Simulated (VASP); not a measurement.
# Cr (I4/mmm) in VASP: notebook

Cr is run at these levels: PBE; tasks: single point.

All numbers are computed with VASP 6.6.1; they aren't measurements. Logs are shortened: lines on timing, memory, paths and dates and some standing lists are left out, and cuts for length are marked.

## (1) The cell of the first run

The structure is tetragonal, space group I4/mmm (No. 139). Conventional cell: a = 2.884 Å, b = 2.884 Å, c = 3.100 Å, α = 90.00°, β = 90.00°, γ = 90.00°. Within 3.4 Å of Cr (site symmetry 4/mmm) lie 14 Cr at 2.56 to 3.10 Å.

## (2) Single point, PBE (strain +0.0750 x Voigt [1, 0, 0, 0, 0, 0])

Contents of INCAR:

```
SYSTEM = Cr
PREC     = Accurate       ! precision mode
ENCUT    = 520            ! plane-wave cutoff, eV
EDIFF    = 1E-7           ! SCF threshold, eV
ISMEAR   = 0              ! smearing method
SIGMA    = 0.15           ! smearing width, eV
LREAL    = .False.        ! projectors in reciprocal space
LASPH    = .True.         ! aspherical terms in the spheres
NELM     = 100            ! most SCF steps
ALGO     = Fast           ! electronic algorithm
ISIF     = 2              ! what is computed and relaxed
LWAVE    = .False.        ! write WAVECAR
LCHARG   = .False.        ! write CHGCAR
GGA      = PE             ! functional
NBANDS   = 12             ! bands
```

Contents of KPOINTS:

```
regular mesh
0
Gamma
  24 24 24
  0 0 0
```

Contents of POSCAR:

```
Cr
1.0
   -1.5500962500      1.4419500000      1.4419500000
    1.5500962500     -1.4419500000      1.4419500000
    1.5500962500      1.4419500000     -1.4419500000
Cr
1
Direct
    0.0000000000      0.0000000000      0.0000000000
```

Potentials or basis: VASP PAW PBE potentials, release 64 (Cr_pv).

The run is started by

```sh
> cat potpaw_PBE.64/Cr_pv/POTCAR > POTCAR
> mpirun -np 1 vasp_std > vasp.out
```

OUTCAR:

```text
SYSTEM = Cr
   PREC = Accurate
   ENCUT = 520
   EDIFF = 1E-7
   ISMEAR = 0
   LREAL = .False.
   LASPH = .True.
   NELM = 100
   ISIF = 2
   GGA = PE

 ion  position               nearest neighbor table
   1  0.000  0.000  0.000-

  LATTYP: Found a body centered tetragonal cell.
 ALAT       =     2.8839000000
 C/A-ratio  =     1.0750000000

  Lattice vectors:

 A1 = (  -1.5500962500,   1.4419500000,  -1.4419500000)
 A2 = (  -1.5500962500,  -1.4419500000,   1.4419500000)
 A3 = (   1.5500962500,   1.4419500000,   1.4419500000)

Analysis of symmetry for initial positions (statically):
=====================================================================
 Subroutine PRICEL returns:
 Original cell was already a primitive cell.

 Routine SETGRP: Setting up the symmetry group for a
 body centered tetragonal supercell.

 Subroutine GETGRP returns: Found 16 space group operations
 (whereof 16 operations were pure point group operations)
 out of a pool of 16 trial point group operations.

The static configuration has the point symmetry D_4h.

Analysis of symmetry for dynamics (positions and initial velocities):
=====================================================================
 Subroutine PRICEL returns:
 Original cell was already a primitive cell.

 Routine SETGRP: Setting up the symmetry group for a
 body centered tetragonal supercell.

 Subroutine GETGRP returns: Found 16 space group operations
 (whereof 16 operations were pure point group operations)
 out of a pool of 16 trial point group operations.

The dynamic configuration has the point symmetry D_4h.

 Subroutine INISYM returns: Found 16 space group operations
 (whereof 16 operations are pure point group operations),
 and found     1 'primitive' translations

----------------------------------------------------------------------------------------

                                     Primitive cell

  volume of cell :      12.8920

  direct lattice vectors                    reciprocal lattice vectors
    -1.550096250  1.441950000  1.441950000     0.000000000  0.346752661  0.346752661
     1.550096250 -1.441950000  1.441950000     0.322560615  0.000000000  0.346752661
     1.550096250  1.441950000 -1.441950000     0.322560615  0.346752661  0.000000000

  length of vectors
     2.561491360  2.561491360  2.561491360     0.490382316  0.473585007  0.473585007

  position of ions in fractional coordinates (direct lattice)
     0.000000000  0.000000000  0.000000000

  ion indices of the primitive-cell ions
   primitive index   ion index
                 1           1

----------------------------------------------------------------------------------------

 KPOINTS: regular mesh

Automatic generation of k-mesh.
 Grid dimensions read from file:
 generate k-points for:   24   24   24

 Generating k-lattice:

  Cartesian coordinates                     Fractional coordinates (reciprocal lattice)
     0.000000000  0.014448028  0.014448028     0.041666667  0.000000000  0.000000000
     0.013440026  0.000000000  0.014448028     0.000000000  0.041666667 -0.000000000
     0.013440026  0.014448028  0.000000000     0.000000000 -0.000000000  0.041666667

  Length of vectors
     0.020432597  0.019732709  0.019732709

  Shift w.r.t. Gamma in fractional coordinates (k-lattice)
     0.000000000  0.000000000  0.000000000

 Subroutine IBZKPT returns following result:
 ===========================================

 Found   1063 irreducible k-points:

 Following reciprocal coordinates:
            Coordinates               Weight
  0.000000  0.000000  0.000000      1.000000
  0.041667  0.000000  0.000000      4.000000
  0.083333  0.000000  0.000000      4.000000
  0.125000  0.000000  0.000000      4.000000
  0.166667  0.000000  0.000000      4.000000
  0.208333  0.000000  0.000000      4.000000
[... 16 lines left out ...]
  0.375000  0.041667  0.000000     16.000000
  0.416667  0.041667  0.000000     16.000000
 [... further k-points ...]
   k-points           NKPTS =   1063   k-points in BZ     NKDIM =   1063   number of bands    NBANDS=     12
   number of dos      NEDOS =    301   number of ions     NIONS =      1
   total plane-waves  NPLWV =   8000
   dimension x,y,z NGX =    20 NGY =   20 NGZ =   20
   dimension x,y,z NGXF=    40 NGYF=   40 NGZF=   40
   ions per type =               1
   NGX,Y,Z   is equivalent  to a cutoff of  12.98, 12.98, 12.98 a.u.
   NGXF,Y,Z  is equivalent  to a cutoff of  25.96, 25.96, 25.96 a.u.
 SYSTEM =  Cr
   PREC   = accura    normal or accurate (medium, high low for compatibility)
   ISTART =      0    job   : 0-new  1-cont  2-samecut
   ICHARG =      2    charge: 1-file 2-atom 10-const
   ISPIN  =      1    spin polarized calculation?
   LNONCOLLINEAR =      F non collinear calculations
   LSORBIT =      F    spin-orbit coupling
   LASPH  =      T    aspherical Exc in radial PAW
   ENCUT  =  520.0 eV  38.22 Ry    6.18 a.u.   4.76  4.76  4.76*2*pi/ulx,y,z
   NELM   =    100;   NELMIN=  2; NELMDL= -5     # of ELM steps
   EDIFF  = 0.1E-06   stopping-criterion for ELM
   LREAL  =      F    real-space projection
   EDIFFG = 0.1E-05   stopping-criterion for IOM
   NSW    =      0    number of steps for IOM
   IBRION =     -1    ionic relax: 0-MD 1-quasi-New 2-CG
   NFREE  =      0    steps in history (QN), initial steepest desc. (CG)
   ISIF   =      2    stress and relaxation
   ISYM   =      2    0-nonsym 1-usesym 2-fastsym
   POTIM  = 0.5000    time-step for ionic-motion
   TEBEG  =    0.0;   TEEND  =   0.0 temperature during run
   PSTRESS=    0.0 pullay stress
   NELECT =      12.0000    total number of electrons
   NUPDOWN=      -1.0000    fix difference up-down
   EMIN   =  10.00;   EMAX   =-10.00  energy-range for DOS
   EFERMI =   0.00;   METHOD = LEGACY
   ISMEAR =     0;   SIGMA  =   0.15  broadening in eV -4-tet -1-fermi 0-gaus
   EFERMI_NEDOS =   21; number of points for ismear=-14 and -15
   IALGO  =     68    algorithm
   IMIX   =      4    mixing-type and parameters
     AMIX     =   0.40;   BMIX     =  1.00
     AMIX_MAG =   1.60;   BMIX_MAG =  1.00
  volume/ion in A,a.u.               =      12.89        87.00
  Fermi-wavevector in a.u.,A,eV,Ry     =   1.598437  3.020608 34.762903  2.555001
  Thomas-Fermi vector in A             =   2.695887
   LORBIT       =      0    0 simple, 1 ext, 2 COOP (PROOUT), +10 PAW based schemes
   GGA     = PE    functional components
   LHFCALC =     F    Hartree Fock is set to
   AEXX    =    0.0000 exact exchange contribution
   IVDW    =     0    specifies the selected vdW correction
   LEPSILON=     F    determine dielectric tensor
   LRPA    =     F    only Hartree local field effects (RPA)
 non-spin polarized calculation
 RMM-DIIS sequential band-by-band and
 Gauss-broadening in eV      SIGMA  =   0.15
  energy-cutoff  :      520.00
  volume of cell :       12.89
 maximum number of plane-waves:       362
   NGX =  9   NGY =  9   NGZ =  9

 number of electron      11.9999995 magnetization

 Free energy of the ion-electron system (eV)
  ---------------------------------------------------
  ext. energy  EPLUGINS =         0.00000000
  ---------------------------------------------------
  free energy    TOTEN  =        -9.37846476 eV

  energy without entropy =       -9.36914063  energy(sigma->0) =       -9.37380270

 E-fermi :   9.4804     XC(G=0): -13.0472

 val. band max:        9.4784261428   @ k =  -0.2917   0.2917   0.1667
 cond. band min:       9.4840133300   @ k =   0.4583  -0.0833   0.0417
 fundamental gap:      0.0055871872
 Fermi energy:         9.4803668697

 k-point     1 :       0.0000    0.0000    0.0000
  band No.  band energies     occupation
      1     -33.3893      2.00000
      2     -33.3672      2.00000
      3     -33.3672      2.00000
      4       2.0374      2.00000
      5       8.5669      2.00000
      6       8.5669      2.00000
      7       9.0495      1.99995
      8      10.1921      0.00000
      9      10.6881      0.00000
     10      16.5406      0.00000
     11      30.0062      0.00000
     12      31.4353      0.00000

 k-point     2 :       0.0417    0.0000    0.0000
  band No.  band energies     occupation
      1     -33.3932      2.00000
      2     -33.3784      2.00000
      3     -33.3677      2.00000
      4       2.1105      2.00000
      5       8.5365      2.00000
      6       8.6128      2.00000
      7       9.0402      1.99997
      8      10.2005      0.00000
      9      10.6616      0.00000
     10      16.5405      0.00000
     11      30.0428      0.00000
     12      31.1995      0.00000

 k-point     3 :       0.0833    0.0000    0.0000
  band No.  band energies     occupation
      1     -33.4113      2.00000
      2     -33.4048      2.00000
      3     -33.3692      2.00000
      4       2.3267      2.00000
      5       8.4482      2.00000
      6       8.7492      2.00000
      7       9.0072      1.99999
      8      10.2259      0.00000
      9      10.5935      0.00000
     10      16.5405      0.00000
     11      30.1471      0.00000
     12      30.5642      0.00000
[... 286 lines left out ...]
 k-point    23 :       0.3750    0.0417    0.0000
  band No.  band energies     occupation
      1     -33.9350      2.00000
      2     -33.5968      2.00000
      3     -33.3986      2.00000
      4       5.5535      2.00000
      5       7.1557      2.00000
      6       9.5084      0.79162
      7      10.7256      0.00000
      8      10.8972      0.00000
      9      11.6120      0.00000
     10      16.5367      0.00000
     11      20.4668      0.00000
     12      25.5749      0.00000

 k-point    24 :       0.4167    0.0417    0.0000
  band No.  band energies     occupation
      1     -33.9739      2.00000
      2     -33.6120      2.00000
      3     -33.4006      2.00000
      4       5.5884      2.00000
      5       7.0648      2.00000
      6      10.0321      0.00000
      7      10.7752      0.00000
      8      11.0200      0.00000
      9      11.9296      0.00000
     10      16.5341      0.00000
     11      19.3630      0.00000
     12      25.2057      0.00000

 [... further k-points ...]

------------------------ aborting loop because EDIFF is reached ----------------------------------------

  FORCE on cell =-STRESS in cart. coord.  units (eV):
  Direction    XX          YY          ZZ          XY          YZ          ZX
  --------------------------------------------------------------------------------------
  -------------------------------------------------------------------------------------
  Total       -2.7222325     -1.3018111     -1.3018111      0.0000000      0.0000000      0.0000000
  in kB     -338.3114772   -161.7854609   -161.7854609      0.0000000      0.0000000      0.0000000
  external PRESSURE =    -220.6274663 kB  Pullay stress =       0.0000000 kB

 VOLUME and BASIS-vectors are now :
 -----------------------------------------------------------------------------
  energy-cutoff  :      520.00
  volume of cell :       12.89
      direct lattice vectors                 reciprocal lattice vectors
    -1.550096250  1.441950000  1.441950000     0.000000000  0.346752661  0.346752661
     1.550096250 -1.441950000  1.441950000     0.322560615  0.000000000  0.346752661
     1.550096250  1.441950000 -1.441950000     0.322560615  0.346752661  0.000000000

 POSITION                                       TOTAL-FORCE (eV/Angst)
 -----------------------------------------------------------------------------------
      0.00000      0.00000      0.00000         0.000000     -0.000000      0.000000
 -----------------------------------------------------------------------------------
    total drift:                               -0.000000     -0.000000      0.000000

  FREE ENERGIE OF THE ION-ELECTRON SYSTEM (eV)
  ---------------------------------------------------
  free  energy   TOTEN  =        -9.3784647611 eV

  energy  without entropy=       -9.3691406336  energy(sigma->0) =       -9.37380270
```

It took 64 s on 1 thread of AMD EPYC 9R45 (Zen 5), shared host; peak memory 0.23 GiB.

Results:

| Quantity | Value |
| --- | --- |
| Free energy | -9.3785 eV |
| Pressure | -22.1 GPa |
| Band gap on the k mesh | zero (bands 6 and 7 overlap by 2.55 eV) |

Stress tensor (GPa, compression positive):
```
-33.83   0.00   0.00
  0.00 -16.18   0.00
  0.00   0.00 -16.18
```

Caveat: the cell differs from its parent crystal (strain +0.0750 x Voigt [1, 0, 0, 0, 0, 0]); the stress differs along the axes, from -34 to -16 GPa; the run has no spin polarisation, though such a crystal can be magnetic. Spin polarisation is off, so any magnetic state and its effect on volume and gap are missing.

## (3) Single point, PBE (strain -0.1000 x Voigt [1, 0, 0, 0, 0, 0])

Contents of INCAR:

```
PREC = Accurate
ENCUT = 520
EDIFF = 1E-6
ISMEAR = 0
SIGMA = 0.15
LREAL = F
LASPH = T
NELM = 60
ALGO = Normal
ISIF = 2
LWAVE = F
LCHARG = F
GGA = PE
NBANDS = 12
```

Contents of KPOINTS:

```
regular mesh
0
Gamma
  24 24 24
```

Contents of POSCAR:

```
Cr
1.0
   -1.2977550000      1.4419500000      1.4419500000
    1.2977550000     -1.4419500000      1.4419500000
    1.2977550000      1.4419500000     -1.4419500000
Cr
1
Direct
    0.0000000000      0.0000000000      0.0000000000
```

Potentials or basis: VASP PAW PBE potentials, release 64 (Cr_pv).

The run is started by

```sh
> cat potpaw_PBE.64/Cr_pv/POTCAR > POTCAR
> mpirun -np 1 vasp_std > vasp.out
```

It took 42 s on 1 thread of AMD EPYC 9R45 (Zen 5), shared host; peak memory 0.2 GiB.

Results (log left out):

```
Free energy            : -9.3749 eV
Pressure               : 21.7 GPa
Band gap on the k mesh : zero (bands 6 and 7 overlap by 3.58 eV)
```

Stress tensor (GPa, compression positive):
```
49.27  0.00  0.00
 0.00  7.90  0.00
 0.00  0.00  7.90
```

Levels at points of the mesh, in eV from the Fermi level:
| k point | band 2 | band 3 | band 4 | band 5 | band 6 | band 7 | band 8 | band 9 | band 10 | band 11 |
| --- | --- | --- | --- | --- | --- | --- | --- | --- | --- | --- |
| (0.00, 0.00, 0.00) | -42.64 | -42.55 | -8.10 | -1.61 | -0.58 | -0.58 | 0.60 | 1.69 | 7.18 | 22.03 |
| (0.50, 0.00, 0.00) | -42.84 | -42.60 | -4.68 | -1.86 | 0.51 | 0.63 | 1.31 | 3.04 | 7.17 | 10.09 |
| (0.00, 0.50, 0.00) | -43.00 | -42.67 | -4.82 | -3.03 | 1.18 | 1.72 | 2.21 | 3.10 | 7.17 | 11.19 |
| (0.50, 0.50, 0.50) | -43.47 | -43.16 | -4.92 | -4.56 | 2.65 | 2.65 | 2.85 | 7.18 | 9.94 | 9.94 |

Caveat: the cell differs from its parent crystal (strain -0.1000 x Voigt [1, 0, 0, 0, 0, 0]); the stress differs along the axes, from 8 to 49 GPa; the run has no spin polarisation, though such a crystal can be magnetic.
